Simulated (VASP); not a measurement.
The system is MgS.

```
CELL_PARAMETERS angstrom
3.69795 0.00000 0.00000
-1.84897 3.20252 0.00000
0.00000 0.00000 15.09687
ATOMIC_POSITIONS crystal
Mg 0.00000 0.00000 0.00000
Mg 0.33333 0.66667 0.20000
Mg 0.00000 0.00000 0.40000
Mg 0.33333 0.66667 0.60000
Mg 0.66667 0.33333 0.80000
S 0.66667 0.33333 0.10000
S 0.66667 0.33333 0.30000
S 0.66667 0.33333 0.50000
S 0.00000 0.00000 0.70000
S 0.33333 0.66667 0.90000
```

```yaml
Program: VASP 6.6.1
Task: relaxation of cell and atoms
Functional: PBE
Potentials_or_basis: VASP PAW PBE potentials, release 64 (Mg, S)
Cutoff: 600 eV
k_mesh: 9 × 9 × 3
Occupations: gaussian, width 0.02 eV
Spin: no spin polarisation
```

At the start: pressure 1.5 GPa; volume 17.88 Å³/atom.

Question: How do energy, volume and symmetry change on relaxing?

Answer: Over 11 steps the energy falls by 28.9 meV/atom and the volume is 18.12 Å³/atom (+1.3 %); space group P-3m1 (No. 164, to 0.1 Å) before and after.

Step by step:
```tsv
step	energy change (eV)	largest force (eV/Å)	pressure (GPa)	volume (Å³)
1	0.0000	0.9360	1.55	178.79
2	-0.2195	0.2951	-0.64	183.18
3	-0.2232	0.2518	-0.93	183.83
4	-0.2475	0.2052	0.00	181.33
5	-0.2523	0.1730	0.66	179.66
6	-0.2715	0.1166	0.42	180.24
7	-0.2856	0.1088	0.00	181.32
8	-0.2883	0.0320	-0.05	181.43
9	-0.2884	0.0385	-0.05	181.45
10	-0.2886	0.0138	0.03	181.21
11	-0.2886	0.0074	0.06	181.15
```

Final structure:
```
Mg S
1.0
     3.66124    0.00000    0.00000
    -1.83062    3.17073    0.00000
     0.00000    0.00000   15.60485
Mg S
5 5
Direct
  0.00000 0.00000 0.99403
  0.33333 0.66667 0.19540
  0.00000 0.00000 0.40460
  0.33333 0.66667 0.60597
  0.66667 0.33333 0.80000
  0.66667 0.33333 0.09127
  0.66667 0.33333 0.30000
  0.66667 0.33333 0.50873
  0.00000 0.00000 0.70293
  0.33333 0.66667 0.89707
```
